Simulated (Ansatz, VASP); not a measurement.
**One calculation of Mg, two programs**

The input INCAR:

```
  ALGO = Normal
  EDIFF = 1E-8
  ENCUT = 520
  ISIF = 2
  ISMEAR = -1
  LASPH = True
  LCHARG = False
  LEFG = True
  LREAL = False
  LWAVE = False
  NBANDS = 7
  NELM = 100
  PREC = Accurate
  SIGMA = 0.03
```

KPOINTS

```
k-points
0
Gamma
  19 19 19
```

File POSCAR:

```
Mg
1.0
   -1.4565448511      1.4565448511      1.4565448511
    1.4565448511     -1.4565448511      1.4565448511
    1.4565448511      1.4565448511     -1.4565448511
Mg
1
Direct
    0.0000000000      0.0000000000      0.0000000000
```

Input for Ansatz:

```yaml
crystal:
  lattice:
    - [-1.4565448511, 1.4565448511, 1.4565448511]
    - [1.4565448511, -1.4565448511, 1.4565448511]
    - [1.4565448511, 1.4565448511, -1.4565448511]
  atoms:
    - { symbol: Mg, position: [0.0, 0.0, 0.0] }
kpoints:
  mp_grid: { grid: [19, 19, 19] }
scf:
  occupations: { method: fermi_dirac, width: 0.03 }
hamiltonian:
  xc: lda
  pseudopotentials: { kind: all_electron, datasets: crystal }
output:
  forces: true
  stress: true
  eigenvalues: true
  efg: { contact_densities: true }
```

Change from the starting cell: volume scaled by 0.96, crystal datasets.

Alike in both runs: task electric field gradients; functional LDA; k mesh 19 × 19 × 19; occupations fermi-dirac, width 0.03 eV; no spin polarisation.

|  | VASP | Ansatz |
| --- | --- | --- |
| version | VASP 6.6.1 | Ansatz 0.2.0 |
| potentials or method | VASP PAW LDA potentials, release 64 (Mg), cutoff 520 eV | all-electron PAW with datasets made for the crystal, scalar-relativistic |

Ansatz gave:

* pressure (GPa): 64.9

Question: Which values does VASP return?

Answer: Pressure (GPa): 65.4.

LDA's correlation is that of Perdew and Zunger in VASP and of Perdew and Wang (1992) in Ansatz. Both programs put the cell under a high pressure, so it lies far from rest at this level. Ansatz ran all-electron here, and VASP with PAW potentials.

Noted on VASP's run: the cell as given lies far from equilibrium.
